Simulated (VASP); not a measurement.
# SnSe (Pnma) in VASP: notebook

SnSe is run at these levels: PBE+D3(BJ), PBE, PBEsol; tasks: single point.

All numbers are computed with VASP 6.6.1; they aren't measurements. Logs are shortened: lines on timing, memory, paths and dates and some standing lists are left out, and cuts for length are marked.

### Step 1. The cell of the first run

It takes space group Pnma (No. 62, orthorhombic). The conventional cell has a = 11.187 Å, b = 4.104 Å, c = 4.369 Å, α = 90.00°, β = 90.00°, γ = 90.00°. Sn (site symmetry m) has 6 Se at 2.64 to 3.44 Å and 2 Sn at 3.52 Å within 3.6 Å. Within 3.5 Å of Se (site symmetry m) lie 6 Sn at 2.64 to 3.44 Å.

### Step 2. Single point, PBE+D3(BJ)

INCAR reads:

```
SYSTEM = SnSe
PREC = Accurate ; ENCUT = 520
EDIFF = 1E-7 ; ISMEAR = -1
SIGMA = 0.05 ; LREAL = .False.
LASPH = .True. ; NELM = 80
ALGO = Normal ; ISIF = 2
LWAVE = .False. ; LCHARG = .True.
GGA = PE ; IVDW = 12
LELF = .True. ; LVHAR = .True.
NBANDS = 50
```

KPOINTS reads:

```
regular mesh
0
Gamma
  3 6 6
  0 0 0
```

POSCAR reads:

```
SnSe
1.0
   11.1868733615      0.0000000000      0.0000000000
    0.0000000000      4.1044657955      0.0000000000
    0.0000000000      0.0000000000      4.3689540449
Sn Se
4 4
Direct
    0.8770000000      0.7500000000      0.9090000000
    0.6230000000      0.2500000000      0.4090000000
    0.3770000000      0.7500000000      0.5910000000
    0.1230000000      0.2500000000      0.0910000000
    0.6430000000      0.7500000000      0.9840000000
    0.8570000000      0.2500000000      0.4840000000
    0.1430000000      0.7500000000      0.5160000000
    0.3570000000      0.2500000000      0.0160000000
```

Potentials or basis: VASP PAW PBE potentials, release 64 (Sn_d, Se).

Run with:

```
cat potpaw_PBE.64/Sn_d/POTCAR potpaw_PBE.64/Se/POTCAR > POTCAR
mpirun -np 1 vasp_std > vasp.out
```

OUTCAR:

```text
SYSTEM = SnSe
   PREC = Accurate
   ENCUT = 520
   EDIFF = 1E-7
   ISMEAR = -1
   LREAL = .False.
   LASPH = .True.
   NELM = 80
   ISIF = 2
   GGA = PE
   IVDW = 12
 IVDW          = 12

 ion  position               nearest neighbor table
   1  0.877  0.750  0.909-   5 2.64   6 2.78   6 2.78   6 3.25   6 3.25   4 3.52   4 3.52
   2  0.623  0.250  0.409-   6 2.64   5 2.78   5 2.78   5 3.25   5 3.25   3 3.52   3 3.52
   3  0.377  0.750  0.591-   7 2.64   8 2.78   8 2.78   8 3.25   8 3.25   2 3.52   2 3.52
   4  0.123  0.250  0.091-   8 2.64   7 2.78   7 2.78   7 3.25   7 3.25   1 3.52   1 3.52
   5  0.643  0.750  0.984-   1 2.64   2 2.78   2 2.78   2 3.25   2 3.25
   6  0.857  0.250  0.484-   2 2.64   1 2.78   1 2.78   1 3.25   1 3.25
   7  0.143  0.750  0.516-   3 2.64   4 2.78   4 2.78   4 3.25   4 3.25
   8  0.357  0.250  0.016-   4 2.64   3 2.78   3 2.78   3 3.25   3 3.25

  LATTYP: Found a simple orthorhombic cell.
 ALAT       =     4.1044657955
 B/A-ratio  =     1.0644391408
 C/A-ratio  =     2.7255369928

  Lattice vectors:

 A1 = (   0.0000000000,   4.1044657955,   0.0000000000)
 A2 = (   0.0000000000,   0.0000000000,   4.3689540449)
 A3 = (  11.1868733615,   0.0000000000,   0.0000000000)

Analysis of symmetry for initial positions (statically):
=====================================================================
 Subroutine PRICEL returns:
 Original cell was already a primitive cell.

 Routine SETGRP: Setting up the symmetry group for a
 simple orthorhombic supercell.

 Subroutine GETGRP returns: Found  8 space group operations
 (whereof  2 operations were pure point group operations)
 out of a pool of  8 trial point group operations.

The static configuration has the point symmetry S_2 .
 The point group associated with its full space group is D_2h.

Analysis of symmetry for dynamics (positions and initial velocities):
=====================================================================
 Subroutine PRICEL returns:
 Original cell was already a primitive cell.

 Routine SETGRP: Setting up the symmetry group for a
 simple orthorhombic supercell.

 Subroutine GETGRP returns: Found  8 space group operations
 (whereof  2 operations were pure point group operations)
 out of a pool of  8 trial point group operations.

The dynamic configuration has the point symmetry S_2 .
 The point group associated with its full space group is D_2h.

 Subroutine INISYM returns: Found  8 space group operations
 (whereof  2 operations are pure point group operations),
 and found     1 'primitive' translations

----------------------------------------------------------------------------------------

                                     Primitive cell

  volume of cell :     200.6055

  direct lattice vectors                    reciprocal lattice vectors
    11.186873362  0.000000000  0.000000000     0.089390482  0.000000000  0.000000000
     0.000000000  4.104465796  0.000000000     0.000000000  0.243637065  0.000000000
     0.000000000  0.000000000  4.368954045     0.000000000  0.000000000  0.228887736

  length of vectors
    11.186873362  4.104465796  4.368954045     0.089390482  0.243637065  0.228887736

  position of ions in fractional coordinates (direct lattice)
     0.877000000  0.750000000  0.909000000
     0.623000000  0.250000000  0.409000000
     0.377000000  0.750000000  0.591000000
     0.123000000  0.250000000  0.091000000
     0.643000000  0.750000000  0.984000000
     0.857000000  0.250000000  0.484000000
     0.143000000  0.750000000  0.516000000
     0.357000000  0.250000000  0.016000000

  ion indices of the primitive-cell ions
   primitive index   ion index
                 1           1
                 2           2
                 3           3
                 4           4
                 5           5
                 6           6
                 7           7
                 8           8

----------------------------------------------------------------------------------------

 KPOINTS: regular mesh

Automatic generation of k-mesh.
 Grid dimensions read from file:
 generate k-points for:    3    6    6

 Generating k-lattice:

  Cartesian coordinates                     Fractional coordinates (reciprocal lattice)
     0.029796827  0.000000000  0.000000000     0.333333333  0.000000000  0.000000000
     0.000000000  0.040606178  0.000000000     0.000000000  0.166666667  0.000000000
     0.000000000  0.000000000  0.038147956     0.000000000  0.000000000  0.166666667

  Length of vectors
     0.029796827  0.040606178  0.038147956

  Shift w.r.t. Gamma in fractional coordinates (k-lattice)
     0.000000000  0.000000000  0.000000000

 Subroutine IBZKPT returns following result:
 ===========================================

 Found     32 irreducible k-points:

 Following reciprocal coordinates:
            Coordinates               Weight
  0.000000  0.000000  0.000000      1.000000
  0.333333  0.000000  0.000000      2.000000
  0.000000  0.166667  0.000000      2.000000
  0.333333  0.166667  0.000000      4.000000
  0.000000  0.333333  0.000000      2.000000
  0.333333  0.333333  0.000000      4.000000
[... 16 lines left out ...]
  0.000000  0.500000  0.333333      2.000000
  0.333333  0.500000  0.333333      4.000000
 [... further k-points ...]
   k-points           NKPTS =     32   k-points in BZ     NKDIM =     32   number of bands    NBANDS=     50
   number of dos      NEDOS =    301   number of ions     NIONS =      8
   total plane-waves  NPLWV =  86016
   dimension x,y,z NGX =    84 NGY =   32 NGZ =   32
   dimension x,y,z NGXF=   168 NGYF=   64 NGZF=   64
   ions per type =               4   4
   NGX,Y,Z   is equivalent  to a cutoff of  12.48, 12.96, 12.18 a.u.
   NGXF,Y,Z  is equivalent  to a cutoff of  24.97, 25.92, 24.35 a.u.
 SYSTEM =  SnSe
   PREC   = accura    normal or accurate (medium, high low for compatibility)
   ISTART =      0    job   : 0-new  1-cont  2-samecut
   ICHARG =      2    charge: 1-file 2-atom 10-const
   ISPIN  =      1    spin polarized calculation?
   LNONCOLLINEAR =      F non collinear calculations
   LSORBIT =      F    spin-orbit coupling
   LASPH  =      T    aspherical Exc in radial PAW
   ENCUT  =  520.0 eV  38.22 Ry    6.18 a.u.  20.80  7.63  8.12*2*pi/ulx,y,z
   NELM   =     80;   NELMIN=  2; NELMDL= -5     # of ELM steps
   EDIFF  = 0.1E-06   stopping-criterion for ELM
   LREAL  =      F    real-space projection
   EDIFFG = 0.1E-05   stopping-criterion for IOM
   NSW    =      0    number of steps for IOM
   IBRION =     -1    ionic relax: 0-MD 1-quasi-New 2-CG
   NFREE  =      0    steps in history (QN), initial steepest desc. (CG)
   ISIF   =      2    stress and relaxation
   ISYM   =      2    0-nonsym 1-usesym 2-fastsym
   POTIM  = 0.5000    time-step for ionic-motion
   TEBEG  =    0.0;   TEEND  =   0.0 temperature during run
   PSTRESS=    0.0 pullay stress
   NELECT =      80.0000    total number of electrons
   NUPDOWN=      -1.0000    fix difference up-down
   EMIN   =  10.00;   EMAX   =-10.00  energy-range for DOS
   EFERMI =   0.00;   METHOD = LEGACY
   ISMEAR =    -1;   SIGMA  =   0.05  broadening in eV -4-tet -1-fermi 0-gaus
   EFERMI_NEDOS =   21; number of points for ismear=-14 and -15
   IALGO  =     38    algorithm
   IMIX   =      4    mixing-type and parameters
     AMIX     =   0.40;   BMIX     =  1.00
     AMIX_MAG =   1.60;   BMIX_MAG =  1.00
  volume/ion in A,a.u.               =      25.08       169.22
  Fermi-wavevector in a.u.,A,eV,Ry     =   1.205010  2.277138 19.756318  1.452048
  Thomas-Fermi vector in A             =   2.340718
   LORBIT       =      0    0 simple, 1 ext, 2 COOP (PROOUT), +10 PAW based schemes
   GGA     = PE    functional components
   LHFCALC =     F    Hartree Fock is set to
   AEXX    =    0.0000 exact exchange contribution
   IVDW    =    12    specifies the selected vdW correction
   LEPSILON=     F    determine dielectric tensor
   LRPA    =     F    only Hartree local field effects (RPA)
 non-spin polarized calculation
  energy-cutoff  :      520.00
  volume of cell :      200.61
 maximum number of plane-waves:      5432
 NGX is ok and might be reduce to    84
   NGX = 41   NGY = 15   NGZ = 17

 number of electron      79.9999996 magnetization

 Free energy of the ion-electron system (eV)
  ---------------------------------------------------
  ext. energy  EPLUGINS =         0.00000000
  ---------------------------------------------------
  free energy    TOTEN  =       -32.42146778 eV

  energy without entropy =      -32.42133806  energy(sigma->0) =      -32.42140292

 E-fermi :   6.5387     XC(G=0):  -9.9925

 val. band max:        6.2743977379   @ k =   0.0000   0.0000   0.3333
 cond. band min:       6.8053016520   @ k =   0.0000   0.3333   0.0000
 fundamental gap:      0.5309039141
 Fermi energy:         6.5387365654

 k-point     1 :       0.0000    0.0000    0.0000
  band No.  band energies     occupation
      1     -15.2039      2.00000
      2     -15.1826      2.00000
      3     -15.1801      2.00000
      4     -15.1792      2.00000
      5     -15.1740      2.00000
      6     -15.1725      2.00000
[... 42 lines left out ...]
     49      10.9370      0.00000
     50      11.0737      0.00000

 k-point     2 :       0.3333    0.0000    0.0000
  band No.  band energies     occupation
      1     -15.2001      2.00000
      2     -15.1907      2.00000
      3     -15.1789      2.00000
      4     -15.1783      2.00000
      5     -15.1759      2.00000
      6     -15.1758      2.00000
[... 42 lines left out ...]
     49      11.2040      0.00000
     50      11.2921      0.00000

 k-point     3 :       0.0000    0.1667    0.0000
  band No.  band energies     occupation
      1     -15.1963      2.00000
      2     -15.1835      2.00000
      3     -15.1820      2.00000
      4     -15.1775      2.00000
      5     -15.1762      2.00000
      6     -15.1743      2.00000
[... 1102 lines left out ...]
     49      11.1171      0.00000
     50      11.1171      0.00000

 k-point    24 :       0.3333    0.5000    0.3333
  band No.  band energies     occupation
      1     -15.2056      2.00000
      2     -15.2056      2.00000
      3     -15.2012      2.00000
      4     -15.2012      2.00000
      5     -15.1614      2.00000
      6     -15.1614      2.00000
[... 42 lines left out ...]
     49      11.8329      0.00000
     50      11.8714      0.00000

 [... further k-points ...]

------------------------ aborting loop because EDIFF is reached ----------------------------------------

 Edisp (eV)   -3.08644

 E8    (eV) :    -1.3913

  FORCE on cell =-STRESS in cart. coord.  units (eV):
  Direction    XX          YY          ZZ          XY          YZ          ZX
  --------------------------------------------------------------------------------------
  -------------------------------------------------------------------------------------
  Total       8.02350     3.70298     3.32371     0.00000    -0.00000     0.00000
  in kB      64.08137    29.57460    26.54550     0.00000    -0.00000     0.00000
  external pressure =       40.07 kB  Pullay stress =        0.00 kB

 VOLUME and BASIS-vectors are now :
 -----------------------------------------------------------------------------
  energy-cutoff  :      520.00
  volume of cell :      200.61
      direct lattice vectors                 reciprocal lattice vectors
    11.186873362  0.000000000  0.000000000     0.089390482  0.000000000  0.000000000
     0.000000000  4.104465796  0.000000000     0.000000000  0.243637065  0.000000000
     0.000000000  0.000000000  4.368954045     0.000000000  0.000000000  0.228887736

 POSITION                                       TOTAL-FORCE (eV/Angst)
 -----------------------------------------------------------------------------------
      9.81089      3.07835      3.97138         0.714991      0.000000      0.171282
      6.96942      1.02612      1.78690        -0.714991     -0.000000      0.171282
      4.21745      3.07835      2.58205         0.714991      0.000000     -0.171282
      1.37599      1.02612      0.39757        -0.714991     -0.000000     -0.171282
      7.19316      3.07835      4.29905        -0.550454      0.000000     -0.133389
      9.58715      1.02612      2.11457         0.550454     -0.000000     -0.133389
      1.59972      3.07835      2.25438        -0.550454      0.000000      0.133389
      3.99371      1.02612      0.06990         0.550454      0.000000      0.133389
 -----------------------------------------------------------------------------------
    total drift:                               -0.000000      0.000000     -0.000000

  FREE ENERGIE OF THE ION-ELECTRON SYSTEM (eV)
  ---------------------------------------------------
  free  energy   TOTEN  =       -35.5079117308 eV

  energy  without entropy=      -35.5077820076  energy(sigma->0) =      -35.50784687
```

Wall time 8.6 min (1 thread of Intel Xeon 8259CL, shared host); peak memory 0.43 GiB.

What came out:

* Free energy: -35.5079 eV
* Pressure: 4.0 GPa
* Largest force: 0.735 eV/Å
* Band gap on the k mesh: 0.53 eV (least direct gap 0.72 eV)
* Dispersion energy per atom: -0.386 eV

Forces on the atoms (eV/Å):
```
Sn   0.715  0.000  0.171
Sn  -0.715  0.000  0.171
Sn   0.715  0.000 -0.171
Sn  -0.715  0.000 -0.171
Se  -0.550  0.000 -0.133
Se   0.550  0.000 -0.133
Se  -0.550  0.000  0.133
Se   0.550  0.000  0.133
```

Stress tensor (GPa, compression positive):
```
6.41 0.00 0.00
0.00 2.96 0.00
0.00 0.00 2.65
```

Caveat: the cell stands under pressure; spin-orbit coupling is left out, which moves the levels of the heavy elements; an odd mesh through Γ misses points on the zone boundary, where band edges can lie.

(Continued in part 2 of 2.)
